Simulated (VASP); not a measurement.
Write the native input for VASP 6.6.1 that does the following.

| Property | Result |
| --- | --- |
| Task | single point |
| Functional | r2SCAN |
| Potentials or basis | VASP PAW PBE potentials, release 64 (Si, C) |
| Cutoff | 520 eV |
| k mesh | 12 × 12 × 6 |
| Occupations | gaussian, width 0.05 eV |
| Spin | no spin polarisation |
| Dipole correction | no |
| Further INCAR settings | ALGO = Normal; EDIFF = 1e-06; NBANDS = 16 |

Crystal: SiC.

```xyz
4
Lattice="3.1675 0.0000 0.0000 -1.5837 2.7431 0.0000 0.0000 0.0000 5.0482" Properties=species:S:1:pos:R:3 pbc="T T T"
Si    0.0000    1.8287    0.0232
Si    1.5837    0.9144    2.5473
C     0.0000    1.8287    1.9203
C     1.5837    0.9144    4.4444
```

This cell differs from its parent crystal: strain +0.0300 x Voigt [1, 1, 0, 0, 0, 0].

One way to write it, as run:

POSCAR

```
SiC
1.0
    3.1674508561      0.0000000000      0.0000000000
   -1.5837254280      2.7430929066      0.0000000000
    0.0000000000      0.0000000000      5.0481668544
Si C
2 2
Direct
    0.3333333333      0.6666666667      0.0046028828
    0.6666666667      0.3333333333      0.5046028828
    0.3333333333      0.6666666667      0.3803971172
    0.6666666667      0.3333333333      0.8803971172
```

INCAR.step1

```
PREC = Accurate ; ENCUT = 520
ISMEAR = 0 ; SIGMA = 0.05
LREAL = F ; LASPH = T
NELM = 60 ; NBANDS = 16
GGA = PE ; ALGO = Normal
EDIFF = 1E-4 ; LWAVE = T
LCHARG = F
```

INCAR.step2

```
PREC = Accurate ; ENCUT = 520
EDIFF = 1E-6 ; ISMEAR = 0
SIGMA = 0.05 ; LREAL = F
LASPH = T ; NELM = 60
ALGO = Normal ; ISIF = 2
LWAVE = F ; LCHARG = T
METAGGA = R2SCAN ; LMIXTAU = T
LELF = T ; LVHAR = T
NBANDS = 16 ; ISTART = 1
```

KPOINTS

```
regular mesh
0
Gamma
  12 12 6
```

Potentials or basis: VASP PAW PBE potentials, release 64 (Si, C).

The run is started by

```bash
$ cat potpaw_PBE.64/Si/POTCAR potpaw_PBE.64/C/POTCAR > POTCAR
$ cp INCAR.step1 INCAR
$ mpirun -np 1 vasp_std > vasp.out
$ cp INCAR.step2 INCAR
$ mpirun -np 1 vasp_std > vasp.out
```

Results of the run:

```json
{
  "Pressure": "-12.0 GPa",
  "Largest force": "0.213 eV/Å",
  "Band gap on the k mesh": "2.84 eV, indirect (least direct gap 4.06 eV)"
}
```

Caveat: the cell differs from its parent crystal (strain +0.0300 x Voigt [1, 1, 0, 0, 0, 0]); the PAW data sets were made with another functional, which shifts forces and pressure a little.

Run time: 110 s on 1 thread of AMD EPYC 9R45 96-Core Processor (Zen 5) (shared host), peak memory 0.16 GiB.
